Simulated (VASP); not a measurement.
# SnSe (I4mm) in VASP: notebook

SnSe is run at these levels: LDA; tasks: single point.

Everything below comes from runs of VASP 6.6.1. Logs are shortened: lines on timing, memory, paths and dates and some standing lists are left out, and cuts for length are marked.

## (1) The cell of the first run

The structure is tetragonal, space group I4mm (No. 107). The conventional cell has a = 4.257 Å, b = 4.257 Å, c = 6.020 Å, α = 90.00°, β = 90.00°, γ = 90.00°. Within 3.9 Å of Sn (site symmetry 4mm) lie 6 Se at 2.93 to 3.09 Å. Within 3.9 Å of Se (site symmetry 4mm) lie 6 Sn at 2.93 to 3.09 Å.

## (2) Single point, LDA

Input file INCAR:

```
SYSTEM = SnSe
  PREC = Accurate
  ENCUT = 520
  EDIFF = 1E-6
  ISMEAR = 0
  SIGMA = 0.05
  LREAL = .False.
  LASPH = .True.
  NELM = 80
  ALGO = Normal
  ISIF = 2
  LWAVE = .False.
  LCHARG = .False.
  NBANDS = 17
```

Input file KPOINTS:

```
regular mesh
0
Gamma
  8 8 8
  0 0 0
```

Input file POSCAR:

```
SnSe
1.0
    0.0000000000      3.0100000000      3.0100000000
    3.0100000000      0.0000000000      3.0100000000
    3.0100000000      3.0100000000      0.0000000000
Sn Se
1 1
Direct
    0.0000000000      0.0000000000      0.0000000000
    0.4875415282      0.4875415282      0.5124584718
```

Potentials or basis: VASP PAW LDA potentials, release 64 (Sn_d, Se).

Launch:

```bash
$ cat potpaw_LDA.64/Sn_d/POTCAR potpaw_LDA.64/Se/POTCAR > POTCAR
$ mpirun -np 1 vasp_std > vasp.out
```

OUTCAR:

```text
SYSTEM = SnSe
   PREC = Accurate
   ENCUT = 520
   EDIFF = 1E-6
   ISMEAR = 0
   LREAL = .False.
   LASPH = .True.
   NELM = 80
   ISIF = 2

 ion  position               nearest neighbor table
   1  0.000  0.000  0.000-   2 2.93   2 3.01   2 3.01   2 3.01   2 3.01   2 3.09
   2  0.488  0.488  0.512-   1 2.93   1 3.01   1 3.01   1 3.01   1 3.01   1 3.09

  LATTYP: Found a face centered cubic cell.
 ALAT       =     6.0200000000

  Lattice vectors:

 A1 = (   0.0000000000,   3.0100000000,   3.0100000000)
 A2 = (   3.0100000000,   0.0000000000,   3.0100000000)
 A3 = (   3.0100000000,   3.0100000000,   0.0000000000)

Analysis of symmetry for initial positions (statically):
=====================================================================
 Subroutine PRICEL returns:
 Original cell was already a primitive cell.

 Routine SETGRP: Setting up the symmetry group for a
 face centered cubic supercell.

 Subroutine GETGRP returns: Found  8 space group operations
 (whereof  8 operations were pure point group operations)
 out of a pool of 48 trial point group operations.

The static configuration has the point symmetry C_4v.

Analysis of symmetry for dynamics (positions and initial velocities):
=====================================================================
 Subroutine PRICEL returns:
 Original cell was already a primitive cell.

 Routine SETGRP: Setting up the symmetry group for a
 face centered cubic supercell.

 Subroutine GETGRP returns: Found  8 space group operations
 (whereof  8 operations were pure point group operations)
 out of a pool of 48 trial point group operations.

The dynamic configuration has the point symmetry C_4v.

 Subroutine INISYM returns: Found  8 space group operations
 (whereof  8 operations are pure point group operations),
 and found     1 'primitive' translations

----------------------------------------------------------------------------------------

                                     Primitive cell

  volume of cell :      54.5418

  direct lattice vectors                    reciprocal lattice vectors
     0.000000000  3.010000000  3.010000000    -0.166112957  0.166112957  0.166112957
     3.010000000  0.000000000  3.010000000     0.166112957 -0.166112957  0.166112957
     3.010000000  3.010000000  0.000000000     0.166112957  0.166112957 -0.166112957

  length of vectors
     4.256782823  4.256782823  4.256782823     0.287716081  0.287716081  0.287716081

  position of ions in fractional coordinates (direct lattice)
     0.000000000  0.000000000  0.000000000
     0.487541528  0.487541528  0.512458472

  ion indices of the primitive-cell ions
   primitive index   ion index
                 1           1
                 2           2

----------------------------------------------------------------------------------------

 KPOINTS: regular mesh

Automatic generation of k-mesh.
 Grid dimensions read from file:
 generate k-points for:    8    8    8

 Generating k-lattice:

  Cartesian coordinates                     Fractional coordinates (reciprocal lattice)
    -0.020764120  0.020764120  0.020764120     0.125000000  0.000000000  0.000000000
     0.020764120 -0.020764120  0.020764120     0.000000000  0.125000000  0.000000000
     0.020764120  0.020764120 -0.020764120     0.000000000  0.000000000  0.125000000

  Length of vectors
     0.035964510  0.035964510  0.035964510

  Shift w.r.t. Gamma in fractional coordinates (k-lattice)
     0.000000000  0.000000000  0.000000000

 Subroutine IBZKPT returns following result:
 ===========================================

 Found     59 irreducible k-points:

 Following reciprocal coordinates:
            Coordinates               Weight
  0.000000  0.000000  0.000000      1.000000
  0.125000  0.000000  0.000000      8.000000
  0.250000  0.000000  0.000000      8.000000
  0.375000  0.000000  0.000000      8.000000
  0.500000  0.000000  0.000000      4.000000
  0.125000  0.125000  0.000000      2.000000
[... 16 lines left out ...]
  0.000000  0.375000  0.250000     16.000000
  0.500000  0.250000  0.000000      8.000000
 [... further k-points ...]
   k-points           NKPTS =     59   k-points in BZ     NKDIM =     59   number of bands    NBANDS=     17
   number of dos      NEDOS =    301   number of ions     NIONS =      2
   total plane-waves  NPLWV =  32768
   dimension x,y,z NGX =    32 NGY =   32 NGZ =   32
   dimension x,y,z NGXF=    64 NGYF=   64 NGZF=   64
   ions per type =               1   1
   NGX,Y,Z   is equivalent  to a cutoff of  12.50, 12.50, 12.50 a.u.
   NGXF,Y,Z  is equivalent  to a cutoff of  24.99, 24.99, 24.99 a.u.
 SYSTEM =  SnSe
   PREC   = accura    normal or accurate (medium, high low for compatibility)
   ISTART =      0    job   : 0-new  1-cont  2-samecut
   ICHARG =      2    charge: 1-file 2-atom 10-const
   ISPIN  =      1    spin polarized calculation?
   LNONCOLLINEAR =      F non collinear calculations
   LSORBIT =      F    spin-orbit coupling
   LASPH  =      T    aspherical Exc in radial PAW
   ENCUT  =  520.0 eV  38.22 Ry    6.18 a.u.   7.91  7.91  7.91*2*pi/ulx,y,z
   NELM   =     80;   NELMIN=  2; NELMDL= -5     # of ELM steps
   EDIFF  = 0.1E-05   stopping-criterion for ELM
   LREAL  =      F    real-space projection
   EDIFFG = 0.1E-04   stopping-criterion for IOM
   NSW    =      0    number of steps for IOM
   IBRION =     -1    ionic relax: 0-MD 1-quasi-New 2-CG
   NFREE  =      0    steps in history (QN), initial steepest desc. (CG)
   ISIF   =      2    stress and relaxation
   ISYM   =      2    0-nonsym 1-usesym 2-fastsym
   POTIM  = 0.5000    time-step for ionic-motion
   TEBEG  =    0.0;   TEEND  =   0.0 temperature during run
   PSTRESS=    0.0 pullay stress
   NELECT =      20.0000    total number of electrons
   NUPDOWN=      -1.0000    fix difference up-down
   EMIN   =  10.00;   EMAX   =-10.00  energy-range for DOS
   EFERMI =   0.00;   METHOD = LEGACY
   ISMEAR =     0;   SIGMA  =   0.05  broadening in eV -4-tet -1-fermi 0-gaus
   EFERMI_NEDOS =   21; number of points for ismear=-14 and -15
   IALGO  =     38    algorithm
   IMIX   =      4    mixing-type and parameters
     AMIX     =   0.40;   BMIX     =  1.00
     AMIX_MAG =   1.60;   BMIX_MAG =  1.00
  volume/ion in A,a.u.               =      27.27       184.03
  Fermi-wavevector in a.u.,A,eV,Ry     =   1.171768  2.214321 18.681350  1.373040
  Thomas-Fermi vector in A             =   2.308207
   LORBIT       =      0    0 simple, 1 ext, 2 COOP (PROOUT), +10 PAW based schemes
   GGA     = CA    functional components
   LHFCALC =     F    Hartree Fock is set to
   AEXX    =    0.0000 exact exchange contribution
   IVDW    =     0    specifies the selected vdW correction
   LEPSILON=     F    determine dielectric tensor
   LRPA    =     F    only Hartree local field effects (RPA)
 non-spin polarized calculation
 Gauss-broadening in eV      SIGMA  =   0.05
  energy-cutoff  :      520.00
  volume of cell :       54.54
 maximum number of plane-waves:      1480
   NGX = 15   NGY = 15   NGZ = 15

 number of electron      20.0000005 magnetization

 Free energy of the ion-electron system (eV)
  ---------------------------------------------------
  ext. energy  EPLUGINS =         0.00000000
  ---------------------------------------------------
  free energy    TOTEN  =        -9.47539838 eV

  energy without entropy =       -9.47539838  energy(sigma->0) =       -9.47539838

 E-fermi :   5.6295     XC(G=0):  -9.8814

 val. band max:        5.3143983720   @ k =   0.5000   0.0000   0.0000
 cond. band min:       5.9682316699   @ k =   0.5000   0.0000   0.0000
 fundamental gap:      0.6538332979
 Fermi energy:         5.6294518889

 k-point     1 :       0.0000    0.0000    0.0000
  band No.  band energies     occupation
      1     -16.0691      2.00000
      2     -16.0683      2.00000
      3     -16.0671      2.00000
      4     -16.0660      2.00000
      5     -16.0660      2.00000
      6      -8.4524      2.00000
[... 9 lines left out ...]
     16      11.3312      0.00000
     17      13.5431      0.00000

 k-point     2 :       0.1250    0.0000    0.0000
  band No.  band energies     occupation
      1     -16.0699      2.00000
      2     -16.0693      2.00000
      3     -16.0662      2.00000
      4     -16.0648      2.00000
      5     -16.0644      2.00000
      6      -8.3428      2.00000
[... 9 lines left out ...]
     16      11.6693      0.00000
     17      14.6279      0.00000

 k-point     3 :       0.2500    0.0000    0.0000
  band No.  band energies     occupation
      1     -16.0726      2.00000
      2     -16.0722      2.00000
      3     -16.0652      2.00000
      4     -16.0603      2.00000
      5     -16.0598      2.00000
      6      -8.0475      2.00000
[... 9 lines left out ...]
     16      12.6134      0.00000
     17      16.7302      0.00000

 k-point     4 :       0.3750    0.0000    0.0000
  band No.  band energies     occupation
      1     -16.0755      2.00000
      2     -16.0751      2.00000
      3     -16.0643      2.00000
      4     -16.0557      2.00000
      5     -16.0552      2.00000
      6      -7.6904      2.00000
[... 9 lines left out ...]
     16      14.0859      0.00000
     17      16.7530      0.00000

 k-point     5 :       0.5000    0.0000    0.0000
  band No.  band energies     occupation
      1     -16.0767      2.00000
      2     -16.0763      2.00000
      3     -16.0640      2.00000
      4     -16.0537      2.00000
      5     -16.0532      2.00000
      6      -7.5150      2.00000
[... 9 lines left out ...]
     16      15.6430      0.00000
     17      15.6441      0.00000

 k-point     6 :       0.1250    0.1250    0.0000
  band No.  band energies     occupation
      1     -16.0713      2.00000
      2     -16.0681      2.00000
      3     -16.0679      2.00000
      4     -16.0635      2.00000
      5     -16.0635      2.00000
      6      -8.3060      2.00000
[... 9 lines left out ...]
     16      12.3333      0.00000
     17      13.8287      0.00000

 k-point     7 :       0.0000    0.1250    0.1250
  band No.  band energies     occupation
      1     -16.0719      2.00000
      2     -16.0673      2.00000
      3     -16.0670      2.00000
      4     -16.0645      2.00000
      5     -16.0634      2.00000
      6      -8.3063      2.00000
[... 9 lines left out ...]
     16      12.3164      0.00000
     17      13.8445      0.00000

 k-point     8 :       0.2500    0.1250    0.0000
  band No.  band energies     occupation
      1     -16.0747      2.00000
      2     -16.0687      2.00000
      3     -16.0679      2.00000
      4     -16.0605      2.00000
      5     -16.0592      2.00000
      6      -8.0718      2.00000
[... 9 lines left out ...]
     16      13.2891      0.00000
     17      15.0744      0.00000
[... 203 lines left out ...]
      1     -16.0715      2.00000
      2     -16.0704      2.00000
      3     -16.0661      2.00000
      4     -16.0636      2.00000
      5     -16.0605      2.00000
      6      -8.1705      2.00000
[... 9 lines left out ...]
     16      12.9372      0.00000
     17      14.3161      0.00000

 k-point    20 :       0.2500    0.2500    0.0000
  band No.  band energies     occupation
      1     -16.0804      2.00000
      2     -16.0705      2.00000
      3     -16.0652      2.00000
      4     -16.0572      2.00000
      5     -16.0572      2.00000
      6      -7.9132      2.00000
[... 9 lines left out ...]
     16      14.5412      0.00000
     17      14.5412      0.00000

 k-point    21 :       0.0000    0.2500    0.2500
  band No.  band energies     occupation
      1     -16.0809      2.00000
      2     -16.0694      2.00000
      3     -16.0646      2.00000
      4     -16.0583      2.00000
      5     -16.0572      2.00000
      6      -7.9146      2.00000
[... 9 lines left out ...]
     16      14.5357      0.00000
     17      14.6246      0.00000

 k-point    22 :       0.3750    0.2500    0.0000
  band No.  band energies     occupation
      1     -16.0849      2.00000
      2     -16.0702      2.00000
      3     -16.0657      2.00000
      4     -16.0544      2.00000
      5     -16.0531      2.00000
      6      -7.6353      2.00000
[... 9 lines left out ...]
     16      15.3602      0.00000
     17      16.2174      0.00000

 k-point    23 :       0.0000    0.3750    0.2500
  band No.  band energies     occupation
      1     -16.0854      2.00000
      2     -16.0691      2.00000
      3     -16.0652      2.00000
      4     -16.0551      2.00000
      5     -16.0534      2.00000
      6      -7.6373      2.00000
[... 9 lines left out ...]
     16      15.3864      0.00000
     17      16.2282      0.00000

 k-point    24 :       0.5000    0.2500    0.0000
  band No.  band energies     occupation
      1     -16.0858      2.00000
      2     -16.0683      2.00000
      3     -16.0667      2.00000
      4     -16.0542      2.00000
      5     -16.0513      2.00000
      6      -7.3862      2.00000
[... 9 lines left out ...]
     16      16.1011      0.00000
     17      16.8056      0.00000

 [... further k-points ...]
[... 5 lines left out ...]
  --------------------------------------------------------------------------------------
  -------------------------------------------------------------------------------------
  Total       -1.0994742     -1.0994742     -1.0501224      0.0000000      0.0000000     -0.0000000
  in kB      -32.2972941    -32.2972941    -30.8475741      0.0000000      0.0000000     -0.0000000
  external PRESSURE =     -31.8140541 kB  Pullay stress =       0.0000000 kB

 VOLUME and BASIS-vectors are now :
 -----------------------------------------------------------------------------
  energy-cutoff  :      520.00
  volume of cell :       54.54
      direct lattice vectors                 reciprocal lattice vectors
     0.000000000  3.010000000  3.010000000    -0.166112957  0.166112957  0.166112957
     3.010000000  0.000000000  3.010000000     0.166112957 -0.166112957  0.166112957
     3.010000000  3.010000000  0.000000000     0.166112957  0.166112957 -0.166112957

 POSITION                                       TOTAL-FORCE (eV/Angst)
 -----------------------------------------------------------------------------------
      0.00000      0.00000      0.00000         0.000000      0.000000      0.011559
      3.01000      3.01000      2.93500         0.000000      0.000000     -0.011559
 -----------------------------------------------------------------------------------
    total drift:                                0.000000      0.000000     -0.000004

  FREE ENERGIE OF THE ION-ELECTRON SYSTEM (eV)
  ---------------------------------------------------
  free  energy   TOTEN  =        -9.4753983761 eV

  energy  without entropy=       -9.4753983761  energy(sigma->0) =       -9.47539838
```

It took 44 s on 1 thread of Intel Xeon 8259CL, shared host; peak memory 0.19 GiB.

What came out:

```yaml
Free_energy: -9.4754 eV
Pressure: -3.2 GPa
Largest_force: 0.012 eV/Å
Band_gap_on_the_k_mesh: 0.65 eV, direct
```

Forces on the atoms (eV/Å):
```
Sn   0.000  0.000  0.012
Se   0.000  0.000 -0.012
```

Levels at points of the mesh, in eV from the valence-band top:
| k point | band 7 | band 8 | band 9 | band 10 | band 11 | band 12 | band 13 | band 14 |
| --- | --- | --- | --- | --- | --- | --- | --- | --- |
| (0.00, 0.00, 0.00) | -5.07 | -2.07 | -2.05 | -2.05 | 4.28 | 4.28 | 4.34 | 5.98 |
| (0.50, 0.00, 0.00) | -7.99 | -1.82 | -1.80 | 0.00 | 0.65 | 1.30 | 1.33 | 8.25 |
| (0.50, 0.50, 0.00) | -6.10 | -5.26 | -3.52 | -3.52 | 3.10 | 5.37 | 5.37 | 6.00 |
| (0.00, 0.50, 0.50) | -6.00 | -5.36 | -3.51 | -3.51 | 3.05 | 5.38 | 5.41 | 5.98 |

Caveat: the cell differs from its parent crystal (all Se atoms moved +0.075 Å, as atom 2 towards its neighbour atom 1 (Sn) at 3.010 Å); spin-orbit coupling is left out, which moves the levels of the heavy elements.

## (3) Single point, LDA

Input file INCAR:

```
SYSTEM = SnSe
PREC = Accurate ; ENCUT = 520
EDIFF = 1E-6 ; ISMEAR = 0
SIGMA = 0.05 ; LREAL = .FALSE.
LASPH = .TRUE. ; NELM = 80
ALGO = Normal ; ISIF = 2
LWAVE = .FALSE. ; LCHARG = .TRUE.
LELF = .TRUE. ; LVHAR = .TRUE.
NBANDS = 17
```

Input file KPOINTS:

```
regular mesh
0
G
  8 8 8
  0 0 0
```

Edit POSCAR of step 2 so:

```diff
@@ -9,2 +9,2 @@
     0.0000000000      0.0000000000      0.0000000000
-    0.4875415282      0.4875415282      0.5124584718
+    0.4813122924      0.4813122924      0.5186877076
```

Potentials or basis: VASP PAW LDA potentials, release 64 (Sn_d, Se).

Launch:

```bash
$ cat potpaw_LDA.64/Sn_d/POTCAR potpaw_LDA.64/Se/POTCAR > POTCAR
$ mpirun -np 1 vasp_std > vasp.out
```

Wall time 47 s (1 thread of Intel Xeon 8259CL, shared host); peak memory 0.19 GiB.

Results (log left out):

- Free energy: -9.4757 eV
- Pressure: -3.1 GPa
- Largest force: 0.005 eV/Å
- Band gap on the k mesh: 0.68 eV, direct

Forces on the atoms (eV/Å):
```
Sn   0.000  0.000  0.005
Se   0.000  0.000 -0.005
```

Stress tensor (GPa, compression positive):
```
-3.18  0.00  0.00
 0.00 -3.18  0.00
 0.00  0.00 -2.85
```

Levels at points of the mesh, in eV from the valence-band top:
```tsv
k point	band 6	band 7	band 8	band 9	band 10	band 11	band 12	band 13	band 14	band 15
(0.00, 0.00, 0.00)	-13.76	-5.05	-2.07	-2.03	-2.03	4.24	4.24	4.37	5.99	6.08
(0.50, 0.00, 0.00)	-12.82	-7.98	-1.84	-1.79	0.00	0.68	1.32	1.39	8.25	10.20
(0.50, 0.50, 0.00)	-12.54	-6.18	-5.15	-3.50	-3.50	3.11	5.38	5.38	6.03	10.64
(0.00, 0.50, 0.50)	-12.55	-5.99	-5.35	-3.50	-3.49	3.01	5.42	5.47	6.00	10.63
```

Caveat: the cell differs from its parent crystal (all Se atoms moved +0.113 Å, as atom 2 towards its neighbour atom 1 (Sn) at 3.010 Å); spin-orbit coupling is left out, which moves the levels of the heavy elements. A k mesh can miss the band edges.

## (4) Single point, LDA

Input file INCAR:

```
SYSTEM = SnSe
PREC = Accurate ; ENCUT = 520
EDIFF = 1E-6 ; ISMEAR = 0
SIGMA = 0.05 ; LREAL = .FALSE.
LASPH = .TRUE. ; NELM = 60
ALGO = Normal ; ISIF = 2
LWAVE = .FALSE. ; LCHARG = .FALSE.
NBANDS = 17
```

KPOINTS is that of step 3.

Edit POSCAR of step 3 so:

```diff
@@ -9,2 +9,2 @@
     0.0000000000      0.0000000000      0.0000000000
-    0.4813122924      0.4813122924      0.5186877076
+    0.4937707641      0.4937707641      0.5062292359
```

Launch:

```bash
$ cat potpaw_LDA.64/Sn_d/POTCAR potpaw_LDA.64/Se/POTCAR > POTCAR
$ mpirun -np 1 vasp_std > vasp.out
```

Run time: 45 s. Hardware: 1 thread of Intel Xeon 8259CL, shared host; peak memory 0.19 GiB.

The run converged. Its results:

- Free energy: -9.4750 eV
- Pressure: -3.2 GPa
- Largest force: 0.008 eV/Å
- Band gap on the k mesh: 0.64 eV, direct

Forces on the atoms (eV/Å):
```
Sn   0.000  0.000  0.008
Se   0.000  0.000 -0.008
```

Levels at points of the mesh, in eV from the valence-band top:
| k point | band 6 | band 7 | band 8 | band 9 | band 10 | band 11 | band 12 | band 13 | band 14 | band 15 |
| --- | --- | --- | --- | --- | --- | --- | --- | --- | --- | --- |
| (0.00, 0.00, 0.00) | -13.77 | -5.08 | -2.07 | -2.06 | -2.06 | 4.31 | 4.31 | 4.32 | 5.97 | 5.98 |
| (0.50, 0.00, 0.00) | -12.83 | -8.00 | -1.81 | -1.81 | 0.00 | 0.64 | 1.29 | 1.30 | 8.25 | 10.15 |
| (0.50, 0.50, 0.00) | -12.56 | -6.04 | -5.34 | -3.52 | -3.52 | 3.09 | 5.36 | 5.36 | 5.98 | 10.62 |
| (0.00, 0.50, 0.50) | -12.56 | -6.01 | -5.37 | -3.52 | -3.52 | 3.08 | 5.36 | 5.37 | 5.98 | 10.62 |

Caveat: the cell differs from its parent crystal (all Se atoms moved +0.037 Å, as atom 2 towards its neighbour atom 1 (Sn) at 3.010 Å); spin-orbit coupling is left out, which moves the levels of the heavy elements. A k mesh can miss the band edges.
